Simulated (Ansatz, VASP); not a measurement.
## Two plane-wave programs on Zn12H

```
Zn H
1.0
     5.32000    0.00000    0.00000
    -3.99000    6.91088    0.00000
     0.00000    0.00000    4.93696
Zn H
12 1
Cartesian
  0.0944 -0.0538 -0.0664
  0.1016 1.4773 2.4664
  -1.1497 2.3237 0.1074
  -1.2217 3.8116 2.4349
  -2.5749 4.5372 -0.1200
  -2.5780 6.0773 2.4233
  2.7497 -0.1920 0.0974
  2.7504 1.4863 2.3109
  1.3550 2.2950 -0.0268
  1.4277 3.7935 2.3862
  0.1198 4.5799 -0.0834
  0.1066 6.0793 2.4544
  2.8114 1.4328 4.1800
```

Alike in both runs: functional PBE; k mesh 4 × 3 × 3; occupations gaussian, width 0.15 eV; no spin polarisation.

Ansatz relaxed the structure, and its values are those at the end. VASP's run is a single point on that final structure, the one shown.

|  | VASP | Ansatz |
| --- | --- | --- |
| version | VASP 6.6.1 | Ansatz 0.2.0 |
| potentials or method | VASP PAW PBE potentials, release 64 (Zn, H), cutoff 520 eV | scalar-relativistic, plane waves, PAW |
| valence electrons in the cell | 145 | 145 |

```tsv
	VASP	Ansatz	Ansatz less VASP
rms of the force components (eV/Å)	0.012	0.012	+0.0002
```

The k mesh is coarse, so the values compare programs but aren't converged.
